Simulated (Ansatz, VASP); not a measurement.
# PbS in VASP and in Ansatz

```
Pb S
1.0
    11.26020    0.00000    0.00000
     0.00000    3.13476    3.21619
     0.00000   -3.13476    3.21619
Pb S
2 2
Direct
  0.62806 0.25850 0.75850
  0.37194 0.75850 0.25850
  0.61378 0.76250 0.26250
  0.38622 0.26250 0.76250
```

Alike in both runs: task single point; functional PBEsol; k mesh 4 × 6 × 6; occupations gaussian, width 0.02 eV; no spin polarisation.

```csv
,VASP,Ansatz
version,VASP 6.6.1,Ansatz 0.2.0
potentials or method,"VASP PAW PBE potentials, release 64 (Pb_d, S), cutoff 520 eV","scalar-relativistic, plane waves, PAW"
valence electrons in the cell,40,40
```

Ansatz gave:

* gap on the k mesh at the Fermi level (eV): 1.96
* least direct gap on the mesh (eV): 2.08
* rms of the force components (eV/Å): 0.366

Task: Which values does VASP return?

Result: gap on the k mesh at the Fermi level (eV): 1.96; least direct gap on the mesh (eV): 2.08; rms of the force components (eV/Å): 0.367.

VASP's potentials were made for PBE, not for PBEsol. Atom by atom the forces differ by 0.002 eV/Å (rms over components). With one functional, cell and mesh, what is left measures potentials, basis and numerics.

Spin-orbit coupling is off throughout.
